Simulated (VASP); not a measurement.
The system is BN.

```
B N
1.0
     0.03492    1.79463    1.79463
     1.79463    0.03492    1.79463
     1.79463    1.79463    0.03492
B N
1 1
Direct
  0.00020 0.00020 0.00020
  0.24980 0.24980 0.24980
```

This cell differs from its parent crystal: epitaxial 111 strain -2.5%.

Base run:

| Property | Result |
| --- | --- |
| Program | VASP 6.6.1 |
| Functional | r2SCAN |
| Potentials or basis | VASP PAW PBE potentials, release 64 (B, N) |
| Cutoff | 520 eV |
| k mesh | 12 × 12 × 12 |
| Occupations | gaussian, width 0.01 eV |
| Spin | no spin polarisation |

Its results: band gap on the k mesh 4.95 eV (least direct gap 9.00 eV); pressure 21.6 GPa; largest force 0.008 eV/Å.

The run is repeated on the same cell with these changes: functional from r2SCAN to PBE; k mesh from 12 × 12 × 12 to 6 × 6 × 6. What comes out?

Band gap on the k mesh 4.42 eV (least direct gap 8.31 eV); pressure 25.3 GPa; largest force 0.044 eV/Å.

Several settings changed at once.

Caveats: some runs use coarse meshes; the cell stands under pressure (at least some runs); the PAW data sets were made with another functional, which shifts forces and pressure a little (at least some runs).

A k mesh can miss the band edges.
